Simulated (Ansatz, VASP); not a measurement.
# NaF: VASP beside Ansatz

```
Na F
1.0
     0.00000    2.53126    2.53126
     2.53126    0.00000    2.53126
     2.53126    2.53126    0.00000
Na F
1 1
Direct
  0.00000 0.00000 0.00000
  0.25000 0.25000 0.25000
```

Alike in both runs: task single point; functional PBE; k mesh 8 × 8 × 8; occupations fermi-dirac, width 0.02 eV; no spin polarisation.

|  | VASP | Ansatz |
| --- | --- | --- |
| version | VASP 6.6.1 | Ansatz 0.2.0 |
| potentials or method | VASP PAW PBE potentials, release 64 (Na_pv, F) | plane waves, PAW |
| plane-wave cutoff (eV) | 520 | 420 |
| valence electrons in the cell | 14 | 16 |

Ansatz gave:

- gap on the k mesh at the Fermi level (eV): 5.63
- pressure (GPa): 2.0

**Question.** Which values does VASP return?

**Answer.** gap on the k mesh at the Fermi level (eV): 5.61; pressure (GPa): 1.9.

VASP's potentials hold 14 valence electrons a cell and Ansatz's 16, so a difference there can come from the potentials and not from the codes.
